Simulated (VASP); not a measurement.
# MoS2 in VASP: a series of runs

Runs on MoS2. Level: PBEsol. Tasks: single point.

All numbers are computed with VASP 6.6.1; they aren't measurements. Logs are shortened: lines on timing, memory, paths and dates and some standing lists are left out, and cuts for length are marked.

## (1) The cell of the first run

The structure is trigonal, space group R3m (No. 160). The conventional cell has a = 3.258 Å, b = 3.258 Å, c = 18.370 Å, α = 90.00°, β = 90.00°, γ = 120.00°. Mo (site symmetry 3m) has 6 S at 2.41 Å and 6 Mo at 3.26 Å within 3.3 Å. Within 3.3 Å of S (site symmetry 3m) lie 3 Mo at 2.41 Å and 7 S at 3.00 to 3.26 Å. Within 3.3 Å of S (site symmetry 3m) lie 3 Mo at 2.41 Å and 7 S at 3.00 to 3.26 Å.

## (2) Single point, PBEsol (equal xx and yy strain of +3 %)

Contents of INCAR:

```
PREC = Accurate
ENCUT = 520
EDIFF = 1E-7
ISMEAR = -1
SIGMA = 0.05
LREAL = False
LASPH = True
NELM = 80
ALGO = Normal
ISIF = 2
LWAVE = False
LCHARG = True
GGA = PS
LELF = True
LVHAR = True
NBANDS = 20
```

Contents of KPOINTS:

```
regular mesh
0
Gamma
  13 13 13
```

Contents of POSCAR:

```
MoS2
1.0
    1.6289453675      0.9404720464      6.1233300000
   -1.6289453675      0.9404720464      6.1233300000
    0.0000000000     -1.8809440928      6.1233300000
Mo S
1 2
Direct
    0.0000000000      0.0000000000      0.0000000000
    0.7484000000      0.7484000000      0.7484000000
    0.5849000000      0.5849000000      0.5849000000
```

Potentials or basis: VASP PAW PBE potentials, release 64 (Mo_sv, S).

On the command line:

```console
$ cat potpaw_PBE.64/Mo_sv/POTCAR potpaw_PBE.64/S/POTCAR > POTCAR
$ mpirun -np 1 vasp_std > vasp.out
```

OUTCAR:

```text
PREC = Accurate
   ENCUT = 520
   EDIFF = 1E-7
   ISMEAR = -1
   LREAL = False
   LASPH = True
   NELM = 80
   ISIF = 2
   GGA = PS

 ion  position               nearest neighbor table
   1  0.000  0.000  0.000-   2 2.41   2 2.41   2 2.41   3 2.41   3 2.41   3 2.41
   2  0.748  0.748  0.748-   1 2.41   1 2.41   1 2.41
   3  0.585  0.585  0.585-   1 2.41   1 2.41   1 2.41

  LATTYP: Found a trigonal (rhomboedric) cell.
 ALAT       =     6.4057100285
 COS(alpha) =     0.8706672587

  Lattice vectors:

 A1 = (   1.6289453675,   0.9404720464,   6.1233300000)
 A2 = (  -1.6289453675,   0.9404720464,   6.1233300000)
 A3 = (   0.0000000000,  -1.8809440928,   6.1233300000)

Analysis of symmetry for initial positions (statically):
=====================================================================
 Subroutine PRICEL returns:
 Original cell was already a primitive cell.

 Routine SETGRP: Setting up the symmetry group for a
 trigonal (rhombohedral) supercell.

 Subroutine GETGRP returns: Found  6 space group operations
 (whereof  6 operations were pure point group operations)
 out of a pool of 12 trial point group operations.

The static configuration has the point symmetry C_3v.

Analysis of symmetry for dynamics (positions and initial velocities):
=====================================================================
 Subroutine PRICEL returns:
 Original cell was already a primitive cell.

 Routine SETGRP: Setting up the symmetry group for a
 trigonal (rhombohedral) supercell.

 Subroutine GETGRP returns: Found  6 space group operations
 (whereof  6 operations were pure point group operations)
 out of a pool of 12 trial point group operations.

The dynamic configuration has the point symmetry C_3v.

 Subroutine INISYM returns: Found  6 space group operations
 (whereof  6 operations are pure point group operations),
 and found     1 'primitive' translations

----------------------------------------------------------------------------------------

                                     Primitive cell

  volume of cell :      56.2848

  direct lattice vectors                    reciprocal lattice vectors
     1.628945368  0.940472046  6.123330000     0.306947065  0.177215971  0.054436611
    -1.628945368  0.940472046  6.123330000    -0.306947065  0.177215971  0.054436611
     0.000000000 -1.880944093  6.123330000     0.000000000 -0.354431942  0.054436611

  length of vectors
     6.405710029  6.405710029  6.405710028     0.358587989  0.358587989  0.358587989

  position of ions in fractional coordinates (direct lattice)
     0.000000000  0.000000000  0.000000000
     0.748400000  0.748400000  0.748400000
     0.584900000  0.584900000  0.584900000

  ion indices of the primitive-cell ions
   primitive index   ion index
                 1           1
                 2           2
                 3           3

----------------------------------------------------------------------------------------

 KPOINTS: regular mesh

Automatic generation of k-mesh.
 Grid dimensions read from file:
 generate k-points for:   13   13   13

 Generating k-lattice:

  Cartesian coordinates                     Fractional coordinates (reciprocal lattice)
     0.023611313  0.013631998  0.004187432     0.076923077  0.000000000  0.000000000
    -0.023611313  0.013631998  0.004187432     0.000000000  0.076923077  0.000000000
     0.000000000 -0.027263996  0.004187432     0.000000000  0.000000000  0.076923077

  Length of vectors
     0.027583691  0.027583691  0.027583691

  Shift w.r.t. Gamma in fractional coordinates (k-lattice)
     0.000000000  0.000000000  0.000000000

 Subroutine IBZKPT returns following result:
 ===========================================

 Found    231 irreducible k-points:

 Following reciprocal coordinates:
            Coordinates               Weight
  0.000000  0.000000  0.000000      1.000000
  0.076923  0.000000 -0.000000      6.000000
  0.153846  0.000000  0.000000      6.000000
  0.230769  0.000000  0.000000      6.000000
  0.307692  0.000000  0.000000      6.000000
  0.384615 -0.000000 -0.000000      6.000000
[... 16 lines left out ...]
  0.384615  0.153846 -0.000000     12.000000
  0.461538  0.153846 -0.000000     12.000000
 [... further k-points ...]
   k-points           NKPTS =    231   k-points in BZ     NKDIM =    231   number of bands    NBANDS=     20
   number of dos      NEDOS =    301   number of ions     NIONS =      3
   total plane-waves  NPLWV = 110592
   dimension x,y,z NGX =    48 NGY =   48 NGZ =   48
   dimension x,y,z NGXF=    96 NGYF=   96 NGZF=   96
   ions per type =               1   2
   NGX,Y,Z   is equivalent  to a cutoff of  12.46, 12.46, 12.46 a.u.
   NGXF,Y,Z  is equivalent  to a cutoff of  24.91, 24.91, 24.91 a.u.
 SYSTEM =  unknown system
   PREC   = accura    normal or accurate (medium, high low for compatibility)
   ISTART =      0    job   : 0-new  1-cont  2-samecut
   ICHARG =      2    charge: 1-file 2-atom 10-const
   ISPIN  =      1    spin polarized calculation?
   LNONCOLLINEAR =      F non collinear calculations
   LSORBIT =      F    spin-orbit coupling
   LASPH  =      T    aspherical Exc in radial PAW
   ENCUT  =  520.0 eV  38.22 Ry    6.18 a.u.  11.91 11.91 11.91*2*pi/ulx,y,z
   NELM   =     80;   NELMIN=  2; NELMDL= -5     # of ELM steps
   EDIFF  = 0.1E-06   stopping-criterion for ELM
   LREAL  =      F    real-space projection
   EDIFFG = 0.1E-05   stopping-criterion for IOM
   NSW    =      0    number of steps for IOM
   IBRION =     -1    ionic relax: 0-MD 1-quasi-New 2-CG
   NFREE  =      0    steps in history (QN), initial steepest desc. (CG)
   ISIF   =      2    stress and relaxation
   ISYM   =      2    0-nonsym 1-usesym 2-fastsym
   POTIM  = 0.5000    time-step for ionic-motion
   TEBEG  =    0.0;   TEEND  =   0.0 temperature during run
   PSTRESS=    0.0 pullay stress
   NELECT =      26.0000    total number of electrons
   NUPDOWN=      -1.0000    fix difference up-down
   EMIN   =  10.00;   EMAX   =-10.00  energy-range for DOS
   EFERMI =   0.00;   METHOD = LEGACY
   ISMEAR =    -1;   SIGMA  =   0.05  broadening in eV -4-tet -1-fermi 0-gaus
   EFERMI_NEDOS =   21; number of points for ismear=-14 and -15
   IALGO  =     38    algorithm
   IMIX   =      4    mixing-type and parameters
     AMIX     =   0.40;   BMIX     =  1.00
     AMIX_MAG =   1.60;   BMIX_MAG =  1.00
  volume/ion in A,a.u.               =      18.76       126.61
  Fermi-wavevector in a.u.,A,eV,Ry     =   1.265519  2.391485 21.790269  1.601540
  Thomas-Fermi vector in A             =   2.398768
   LORBIT       =      0    0 simple, 1 ext, 2 COOP (PROOUT), +10 PAW based schemes
   GGA     = PS    functional components
   LHFCALC =     F    Hartree Fock is set to
   AEXX    =    0.0000 exact exchange contribution
   IVDW    =     0    specifies the selected vdW correction
   LEPSILON=     F    determine dielectric tensor
   LRPA    =     F    only Hartree local field effects (RPA)
 non-spin polarized calculation
  energy-cutoff  :      520.00
  volume of cell :       56.28
 maximum number of plane-waves:      1535
   NGX = 23   NGY = 23   NGZ = 23

 number of electron      26.0000001 magnetization

 Free energy of the ion-electron system (eV)
  ---------------------------------------------------
  ext. energy  EPLUGINS =         0.00000000
  ---------------------------------------------------
  free energy    TOTEN  =       -23.33024891 eV

  energy without entropy =      -23.33010614  energy(sigma->0) =      -23.33017752

 E-fermi :   7.2203     XC(G=0): -10.6947

 val. band max:        7.1004376947   @ k =   0.4615   0.4615   0.4615
 cond. band min:       7.4956457776   @ k =  -0.3077   0.3077   0.0000
 fundamental gap:      0.3952080829
 Fermi energy:         7.2203225963

 k-point     1 :       0.0000    0.0000    0.0000
  band No.  band energies     occupation
      1     -54.6656      2.00000
      2     -28.8041      2.00000
      3     -28.6829      2.00000
      4     -28.6829      2.00000
      5      -7.9889      2.00000
      6      -6.2044      2.00000
[... 12 lines left out ...]
     19      14.5676      0.00000
     20      15.0816      0.00000

 k-point     2 :       0.0769    0.0000   -0.0000
  band No.  band energies     occupation
      1     -54.6640      2.00000
      2     -28.8007      2.00000
      3     -28.7009      2.00000
      4     -28.6870      2.00000
      5      -7.9061      2.00000
      6      -6.1835      2.00000
[... 12 lines left out ...]
     19      14.9388      0.00000
     20      15.1701      0.00000

 k-point     3 :       0.1538    0.0000    0.0000
  band No.  band energies     occupation
      1     -54.6595      2.00000
      2     -28.7910      2.00000
      3     -28.7504      2.00000
      4     -28.6983      2.00000
      5      -7.6691      2.00000
      6      -6.1236      2.00000
[... 12 lines left out ...]
     19      15.2105      0.00000
     20      15.6847      0.00000

 k-point     4 :       0.2308    0.0000    0.0000
  band No.  band energies     occupation
      1     -54.6531      2.00000
      2     -28.8195      2.00000
      3     -28.7774      2.00000
      4     -28.7142      2.00000
      5      -7.3127      2.00000
      6      -6.0334      2.00000
[... 12 lines left out ...]
     19      15.0646      0.00000
     20      15.5547      0.00000

 k-point     5 :       0.3077    0.0000    0.0000
  band No.  band energies     occupation
      1     -54.6464      2.00000
      2     -28.8920      2.00000
      3     -28.7629      2.00000
      4     -28.7310      2.00000
      5      -6.8979      2.00000
      6      -5.9298      2.00000
[... 12 lines left out ...]
     19      14.2155      0.00000
     20      14.8506      0.00000
[... 353 lines left out ...]
      6      -6.0993      2.00000
[... 12 lines left out ...]
     19      15.3847      0.00000
     20      15.5438      0.00000

 k-point    22 :       0.3077    0.1538   -0.0000
  band No.  band energies     occupation
      1     -54.6499      2.00000
      2     -28.8439      2.00000
      3     -28.7704      2.00000
      4     -28.7333      2.00000
      5      -7.0966      2.00000
      6      -6.0169      2.00000
[... 12 lines left out ...]
     19      15.1561      0.00000
     20      15.5756      0.00000

 k-point    23 :       0.3846    0.1538   -0.0000
  band No.  band energies     occupation
      1     -54.6439      2.00000
      2     -28.8975      2.00000
      3     -28.7588      2.00000
      4     -28.7575      2.00000
      5      -6.7147      2.00000
      6      -5.9145      2.00000
[... 12 lines left out ...]
     19      14.7859      0.00000
     20      15.3825      0.00000

 k-point    24 :       0.4615    0.1538   -0.0000
  band No.  band energies     occupation
      1     -54.6389      2.00000
      2     -28.9407      2.00000
      3     -28.7807      2.00000
      4     -28.7468      2.00000
      5      -6.3708      2.00000
      6      -5.8164      2.00000
[... 12 lines left out ...]
     19      14.7325      0.00000
     20      15.1791      0.00000

 [... further k-points ...]

------------------------ aborting loop because EDIFF is reached ----------------------------------------

  FORCE on cell =-STRESS in cart. coord.  units (eV):
  Direction    XX          YY          ZZ          XY          YZ          ZX
  --------------------------------------------------------------------------------------
  -------------------------------------------------------------------------------------
  Total       -2.7830233     -2.7830233      1.0506184      0.0000000     -0.0000000      0.0000000
  in kB      -79.2202292    -79.2202292     29.9064082      0.0000000     -0.0000000      0.0000000
  external PRESSURE =     -42.8446834 kB  Pullay stress =       0.0000000 kB

 VOLUME and BASIS-vectors are now :
 -----------------------------------------------------------------------------
  energy-cutoff  :      520.00
  volume of cell :       56.28
      direct lattice vectors                 reciprocal lattice vectors
     1.628945368  0.940472046  6.123330000     0.306947065  0.177215971  0.054436611
    -1.628945368  0.940472046  6.123330000    -0.306947065  0.177215971  0.054436611
     0.000000000 -1.880944093  6.123330000     0.000000000 -0.354431942  0.054436611

 POSITION                                       TOTAL-FORCE (eV/Angst)
 -----------------------------------------------------------------------------------
      0.00000      0.00000      0.00000         0.000000      0.000000     -0.003729
      0.00000      0.00000     13.74810         0.000000     -0.000000      0.368766
      0.00000      0.00000     10.74461         0.000000      0.000000     -0.365036
 -----------------------------------------------------------------------------------
    total drift:                                0.000000      0.000000      0.000061

  FREE ENERGIE OF THE ION-ELECTRON SYSTEM (eV)
  ---------------------------------------------------
  free  energy   TOTEN  =       -23.3302489077 eV

  energy  without entropy=      -23.3301061371  energy(sigma->0) =      -23.33017752
```

It took 7.5 min on 1 thread of Intel Xeon Platinum 8488C (Sapphire Rapids), shared host; peak memory 0.48 GiB.

Results:

| Property | Result |
| --- | --- |
| Free energy | -23.3302 eV |
| Pressure | -4.3 GPa |
| Largest force | 0.369 eV/Å |
| Band gap on the k mesh | 0.40 eV (least direct gap 1.56 eV) |

Forces on the atoms (eV/Å):
```
Mo   0.000  0.000 -0.004
S    0.000  0.000  0.369
S    0.000  0.000 -0.365
```

Levels at points of the mesh, in eV from the valence-band top:
| k point | band 9 | band 10 | band 11 | band 12 | band 13 | band 14 | band 15 | band 16 | band 17 | band 18 |
| --- | --- | --- | --- | --- | --- | --- | --- | --- | --- | --- |
| (0.00, 0.00, 0.00) | -3.91 | -2.77 | -2.77 | -1.17 | -1.00 | 1.61 | 1.61 | 2.13 | 2.13 | 4.65 |

Caveat: the cell differs from its parent crystal (equal xx and yy strain of +3 %); the stress differs along the axes, from -8 to 3 GPa; the PAW data sets were made with another functional, which shifts forces and pressure a little.

## (3) Single point, PBEsol (equal xy, yz and zx shear strains of +1 %)

Contents of INCAR:

```
PREC = Accurate
ENCUT = 520
EDIFF = 1E-7
ISMEAR = -1
SIGMA = 0.05
LREAL = False
LASPH = True
NELM = 60
ALGO = Normal
ISIF = 2
LWAVE = False
LCHARG = False
GGA = PS
NBANDS = 20
```

Contents of KPOINTS:

```
Automatic mesh
0
Gamma
  13 13 13
```

Contents of POSCAR:

```
MoS2
1.0
    1.6166824051      0.9516038085      6.1358029001
   -1.5463183085      0.9357888049      6.1199878965
    0.0214858534     -1.7955426634      6.1141992034
Mo S
1 2
Direct
    0.0000000000      0.0000000000      0.0000000000
    0.7484000000      0.7484000000      0.7484000000
    0.5849000000      0.5849000000      0.5849000000
```

Potentials or basis: VASP PAW PBE potentials, release 64 (Mo_sv, S).

On the command line:

```console
$ cat potpaw_PBE.64/Mo_sv/POTCAR potpaw_PBE.64/S/POTCAR > POTCAR
$ mpirun -np 1 vasp_std > vasp.out
```

OUTCAR:

```text
PREC = Accurate
   ENCUT = 520
   EDIFF = 1E-7
   ISMEAR = -1
   LREAL = False
   LASPH = True
   NELM = 60
   ISIF = 2
   GGA = PS

 ion  position               nearest neighbor table
   1  0.000  0.000  0.000-   2 2.35   2 2.35   3 2.35   3 2.36   3 2.38   2 2.39
   2  0.748  0.748  0.748-   1 2.35   1 2.35   1 2.39
   3  0.585  0.585  0.585-   1 2.35   1 2.36   1 2.38

  LATTYP: Found a triclinic cell.
 ALAT       =     3.1493197660
 B/A-ratio  =     1.0043692043
 C/A-ratio  =     2.0234306772
 COS(alpha) =     0.0067600676
 COS(beta)  =     0.2442851374
 COS(gamma) =     0.4934652004

  Lattice vectors:

 A1 = (   1.5678041619,  -2.7313314683,  -0.0057886931)
 A2 = (   3.1630007136,   0.0158150036,   0.0158150036)
 A3 = (   0.0214858534,  -1.7955426634,   6.1141992034)

Analysis of symmetry for initial positions (statically):
=====================================================================
 Subroutine PRICEL returns:
 Original cell was already a primitive cell.

 Routine SETGRP: Setting up the symmetry group for a
 triclinic supercell.

[... 163 lines left out ...]
  free energy    TOTEN  =       -23.39052503 eV

  energy without entropy =      -23.39051804  energy(sigma->0) =      -23.39052153

 E-fermi :   8.0324     XC(G=0): -10.9756

 val. band max:        7.7364956732   @ k =   0.4615   0.4615   0.4615
 cond. band min:       8.4672601703   @ k =  -0.3077  -0.0000   0.3077
 fundamental gap:      0.7307644972
 Fermi energy:         8.0323695735

 k-point     1 :       0.0000    0.0000    0.0000
  band No.  band energies     occupation
      1     -53.8598      2.00000
      2     -28.0744      2.00000
      3     -27.8574      2.00000
      4     -27.8424      2.00000
      5      -7.6229      2.00000
      6      -5.7604      2.00000
[... 541 lines left out ...]
     19      16.2562      0.00000
     20      16.4696      0.00000

 [... further k-points ...]

------------------------ aborting loop because EDIFF is reached ----------------------------------------

  FORCE on cell =-STRESS in cart. coord.  units (eV):
  Direction    XX          YY          ZZ          XY          YZ          ZX
  --------------------------------------------------------------------------------------
  -------------------------------------------------------------------------------------
  Total        0.5607591      0.5750822      3.0953921     -0.2961263     -0.5028057     -0.5080225
  in kB       16.9356758     17.3682505     93.4849789     -8.9434102    -15.1854048    -15.3429589
  external PRESSURE =      42.5963017 kB  Pullay stress =       0.0000000 kB

 VOLUME and BASIS-vectors are now :
 -----------------------------------------------------------------------------
  energy-cutoff  :      520.00
  volume of cell :       53.05
      direct lattice vectors                 reciprocal lattice vectors
     1.616682405  0.951603809  6.135802900     0.314992198  0.180697698  0.051958162
    -1.546318309  0.935788805  6.119987896    -0.317350216  0.183843680  0.055104144
     0.021485853 -1.795542663  6.114199203     0.001545491 -0.365353905  0.056255653

 POSITION                                       TOTAL-FORCE (eV/Angst)
 -----------------------------------------------------------------------------------
      0.00000      0.00000      0.00000         0.081155     -0.001794     -0.011524
      0.06874      0.06874     13.74810        -0.200004     -0.159308      1.021943
      0.05372      0.05372     10.74461         0.118849      0.161101     -1.010419
 -----------------------------------------------------------------------------------
    total drift:                               -0.000028      0.000030     -0.000013

  FREE ENERGIE OF THE ION-ELECTRON SYSTEM (eV)
  ---------------------------------------------------
  free  energy   TOTEN  =       -23.3905250308 eV

  energy  without entropy=      -23.3905180357  energy(sigma->0) =      -23.39052153
```

Run time: 59 min. Hardware: 1 thread of Oxide Virtual Turin-like, shared host; peak memory 1.1 GiB.

Results:

```yaml
Free_energy: -23.3905 eV
Pressure: 4.3 GPa
Largest_force: 1.053 eV/Å
Band_gap_on_the_k_mesh: 0.73 eV (least direct gap 1.79 eV)
```

Forces on the atoms (eV/Å):
```
Mo   0.081 -0.002 -0.012
S   -0.200 -0.159  1.022
S    0.119  0.161 -1.010
```

Stress tensor (GPa, compression positive):
```
 1.69 -0.89 -1.53
-0.89  1.74 -1.52
-1.53 -1.52  9.35
```

Levels at points of the mesh, in eV from the valence-band top:
| k point | band 10 | band 11 | band 12 | band 13 | band 14 | band 15 | band 16 | band 17 |
| --- | --- | --- | --- | --- | --- | --- | --- | --- |
| (0.00, 0.00, 0.00) | -2.67 | -2.64 | -1.31 | -1.19 | 1.86 | 1.94 | 2.40 | 2.49 |

Caveat: the cell differs from its parent crystal (equal xy, yz and zx shear strains of +1 %); the stress differs along the axes, from 2 to 9 GPa; the PAW data sets were made with another functional, which shifts forces and pressure a little. A k mesh can miss the band edges.
